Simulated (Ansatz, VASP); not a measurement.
## SrCl2 in VASP and in Ansatz

```
Sr Cl
1.0
     0.00000    3.48550    3.48550
     3.48550    0.00000    3.48550
     3.48550    3.48550    0.00000
Sr Cl
1 2
Direct
  0.00000 0.00000 0.00000
  0.25000 0.25000 0.25000
  0.75000 0.75000 0.75000
```

Alike in both runs: task single point; functional PBE; k mesh 4 × 4 × 4; occupations gaussian, width 0.1 eV; no spin polarisation.

```csv
,VASP,Ansatz
version,VASP 6.6.1,Ansatz 0.2.0
potentials or method,"VASP PAW PBE potentials, release 64 (Sr_sv, Cl), cutoff 520 eV","scalar-relativistic, plane waves, PAW"
valence electrons in the cell,24,24
```

VASP gave:

```
gap on the k mesh at the Fermi level (eV) : 5.35
least direct gap on the mesh (eV)         : 5.50
pressure (GPa)                            : 1.2
```

Task: Estimate Ansatz's values.

Result: gap on the k mesh at the Fermi level (eV): 5.35; least direct gap on the mesh (eV): 5.51; pressure (GPa): 1.1.

The functional is the same, so the differences come from potentials, cutoffs and numerics.
